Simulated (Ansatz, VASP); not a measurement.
# One calculation of W, two programs

INCAR

```
SYSTEM = W
PREC = Accurate ; ENCUT = 520
EDIFF = 1E-6 ; ISMEAR = 1
SIGMA = 1.0 ; LREAL = .FALSE.
LASPH = .TRUE. ; NELM = 100
ALGO = Normal ; ISIF = 2
LWAVE = .FALSE. ; LCHARG = .TRUE.
GGA = CA ; LELF = .TRUE.
LVHAR = .TRUE. ; NBANDS = 13
```

Contents of KPOINTS:

```
Automatic mesh
0
G
  14 14 14
  0 0 0
```

Contents of POSCAR:

```
W
1.0
   -1.5676867250      1.5676867250      1.5676867250
    1.5676867250     -1.5676867250      1.5676867250
    1.5676867250      1.5676867250     -1.5676867250
W
1
Direct
    0.0000000000      0.0000000000      0.0000000000
```

Input for Ansatz:

```yaml
crystal:
  lattice:
    - [-1.567686725, 1.567686725, 1.567686725]
    - [1.567686725, -1.567686725, 1.567686725]
    - [1.567686725, 1.567686725, -1.567686725]
  atoms:
    - { symbol: W, position: [0.0, 0.0, 0.0] }
hamiltonian:
  xc: lda
  pseudopotentials:
    kind: paw
    azcp:
      W: "pseudopotentials/W.paw.azcp"
basis:
  ecutwfc: 420
  fft_grid_basis: typed
kpoints:
  mp_grid: { grid: [14, 14, 14], shift: [0, 0, 0] }
magnetization:
  spin_polarized: false
scf:
  occupations: { method: methfessel_paxton, width: 1.0 }
  lower_state_search: "off"
output:
  stress: true
  write_density: true
  write_potential: true
  elf: true
  volumetric_format: npy
```

Alike in both runs: task single point; functional LDA; k mesh 14 × 14 × 14; occupations methfessel-paxton of order 1, width 1 eV; no spin polarisation.

```csv
,VASP,Ansatz
version,VASP 6.6.1,Ansatz 0.2.0
potentials or method,"VASP PAW LDA potentials, release 64 (W_sv), cutoff 520 eV","plane waves (420 eV) with PAW, scalar-relativistic"
valence electrons in the cell,14,14
```

```tsv
	VASP	Ansatz	Ansatz less VASP
pressure (GPa)	1.4	-0.6	-1.97
```

Ansatz warns that its potentials were made for another functional, while VASP's fit it. LDA's correlation is that of Perdew and Zunger in VASP and of Perdew and Wang (1992) in Ansatz.

Neither program's run includes spin-orbit coupling.
